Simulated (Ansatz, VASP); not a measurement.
**One calculation of Sr, two programs**

```
Sr
1.0
    -3.57547    3.57718    1.92565
     3.57718   -3.57547    1.92565
     3.57825    3.57825   -1.92251
Sr
2
Direct
  0.00006 0.99994 0.00000
  0.74994 0.25006 0.50000
```

Alike in both runs: task single point; functional PBE; k mesh 15 × 15 × 10; occupations fermi-dirac, width 0.1 eV; no spin polarisation.

|  | VASP | Ansatz |
| --- | --- | --- |
| version | VASP 6.6.1 | Ansatz 0.2.0 |
| potentials or method | VASP PAW PBE potentials, release 64 (Sr_sv), cutoff 520 eV | plane waves (420 eV) with PAW, scalar-relativistic |
| valence electrons in the cell | 20 | 20 |

```csv
,VASP,Ansatz,Ansatz less VASP
pressure (GPa),1.3,1.3,-0.01
"traceless stress, the component that is largest in VASP (GPa)",0.09,0.10,+0.002
```
